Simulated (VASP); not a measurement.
**NaCl: single point with PBE**

NaCl:

```
CELL_PARAMETERS angstrom
0.00000 2.83175 2.60521
2.83175 0.00000 2.60521
2.83175 2.83175 0.00000
ATOMIC_POSITIONS crystal
Na 0.00000 0.00000 0.00000
Cl 0.50000 0.50000 0.50000
```

This cell differs from its parent crystal: strain +0.000 along x and y, -0.080 along z.

* Program: VASP 6.6.1
* Task: single point
* Functional: PBE
* Potentials or basis: VASP PAW PBE potentials, release 64 (Na_pv, Cl)
* Cutoff: 520 eV
* k mesh: 8 × 8 × 8
* Occupations: gaussian, width 0.05 eV
* Spin: no spin polarisation

| Item | Value |
| --- | --- |
| Pressure | 3.6 GPa |
| Band gap on the k mesh | 5.37 eV |

Stress tensor (GPa, compression positive):
```
1.58 0.00 0.00
0.00 1.58 0.00
0.00 0.00 7.59
```

Levels at points of the mesh, in eV from the valence-band top:
| k point | band 4 | band 5 | band 6 | band 7 | band 8 | band 9 | band 10 | band 11 |
| --- | --- | --- | --- | --- | --- | --- | --- | --- |
| (0.00, 0.00, 0.00) | -12.86 | -0.07 | 0.00 | 0.00 | 5.37 | 10.99 | 10.99 | 11.64 |
| (0.50, 0.00, 0.00) | -12.43 | -2.17 | -0.39 | -0.28 | 7.36 | 10.70 | 11.17 | 11.67 |
| (0.50, 0.50, 0.00) | -12.34 | -1.80 | -0.82 | -0.82 | 7.75 | 7.78 | 12.35 | 15.04 |
| (0.50, 0.00, 0.50) | -12.42 | -1.90 | -0.74 | -0.49 | 7.78 | 8.13 | 11.54 | 15.02 |

Wall time 36 s on 1 thread of Intel Xeon 8259CL, with other jobs on the host, peak memory 0.17 GiB.

Caveat: the cell differs from its parent crystal (strain +0.000 along x and y, -0.080 along z); the cell stands under pressure.
